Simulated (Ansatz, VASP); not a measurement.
## Hf in VASP and in Ansatz

```
CELL_PARAMETERS angstrom
3.56658 0.00000 -0.00298
0.00000 5.04391 0.00000
-1.78530 0.00000 2.40847
ATOMIC_POSITIONS crystal
Hf 0.00000 0.00000 0.00000
Hf 0.50000 0.50000 0.00000
```

Change from the starting cell: band edges of the strained film's bulk.

Alike in both runs: task single point; functional PBEsol; k mesh 10 × 7 × 14; occupations gaussian, width 0.1 eV; no spin polarisation.

|  | VASP | Ansatz |
| --- | --- | --- |
| version | VASP 6.6.1 | Ansatz 0.2.0 |
| potentials or method | VASP PAW PBE potentials, release 64 (Hf_pv), cutoff 520 eV | scalar-relativistic, plane waves, PAW |
| valence electrons in the cell | 20 | 52 |

```csv
,VASP,Ansatz,Ansatz less VASP
gap on the k mesh at the Fermi level (eV),none,none,-
pressure (GPa),-2.1,-1.9,+0.25
"traceless stress, the component that is largest in VASP (GPa)",-2.51,-2.52,-0.011
```

VASP's potentials were made for PBE, not for PBEsol. A gap of «none» marks a metal or a gap that the smearing closes. VASP's potentials hold 20 valence electrons a cell and Ansatz's 52, so a difference there can come from the potentials and not from the codes.

Neither program's run includes spin-orbit coupling.
